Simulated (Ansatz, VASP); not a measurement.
## NaH: VASP beside Ansatz

```
Na H
1.0
     0.00000    2.25582    2.39751
     2.25582    0.00000    2.39751
     2.25582    2.25582    0.00000
Na H
1 1
Cartesian
  0.0000 0.0000 0.0000
  2.2558 2.2558 2.3975
```

Change from the starting cell: biaxial_xy strain -5.9%.

Alike in both runs: task single point; functional HSE06; k mesh 6 × 6 × 6; no spin polarisation.

|  | VASP | Ansatz |
| --- | --- | --- |
| version | VASP 6.6.1 | Ansatz 0.2.0 |
| potentials or method | VASP PAW PBE potentials, release 64 (Na_pv, H) | plane waves, PAW |
| plane-wave cutoff (eV) | 520 | 420 |
| occupations | gaussian, width 0.01 eV | fixed |
| valence electrons in the cell | 8 | 10 |

|  | VASP | Ansatz | Ansatz less VASP |
| --- | --- | --- | --- |
| gap on the k mesh at the Fermi level (eV) | 5.10 | 5.10 | +0.006 |
| pressure (GPa) | 4.2 | 4.1 | -0.03 |
| traceless stress, the component that is largest in VASP (GPa) | -2.27 | -2.24 | +0.027 |

VASP's potentials hold 8 valence electrons a cell and Ansatz's 10, so a difference there can come from the potentials and not from the codes. Ansatz's warnings: stress exchange threshold loose, stress scf threshold loose.
